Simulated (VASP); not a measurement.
**Ru: electric field gradients with PBE**

The system is Ru.

```
Ru
1.0
     0.00000    1.93396    1.93396
     1.93396    0.00000    1.93396
     1.93396    1.93396    0.00000
Ru
1
Direct
  0.00000 0.00000 0.00000
```

This cell differs from its parent crystal: volume scaled by 1.03.

```json
{
  "Program": "VASP 6.6.1",
  "Task": "electric field gradients",
  "Functional": "PBE",
  "Potentials or basis": "VASP PAW PBE potentials, release 64 (Ru_pv)",
  "Cutoff": "520 eV",
  "k mesh": "16 × 16 × 16",
  "Occupations": "fermi-dirac, width 0.05 eV",
  "Spin": "no spin polarisation",
  "Dipole correction": "no",
  "Further INCAR settings": "ALGO = Normal; EDIFF = 1e-08; NBANDS = 13"
}
```

- Pressure: -12.4 GPa
- Band gap on the k mesh: zero (band 7 reaches 13.66 eV, above the bottom of band 8 at 10.42 eV)

Levels at points of the mesh, in eV from the Fermi level:
```
           k point  band 3  band 4  band 5  band 6  band 7  band 8  band 9  band 10  band 11  band 12
(0.00, 0.00, 0.00)  -42.45   -7.56   -2.38   -2.38   -2.38   -0.16   -0.16    10.58    15.05    20.45
(0.50, 0.00, 0.00)  -42.57   -5.64   -2.49   -2.49    0.96    1.53    1.53     9.28    10.58    14.63
(0.50, 0.50, 0.00)  -42.77   -5.87   -5.42    1.49    1.99    1.99    3.44    10.58    12.78    13.01
```

Wall time 16 s on 1 thread of AMD EPYC 9R45 96-Core Processor (Zen 5), on a shared host, peak memory 0.11 GiB.

Caveat: without QUAD_EFG the Cq values of the log hold for a quadrupole moment of 1 mb, not for the nuclei.
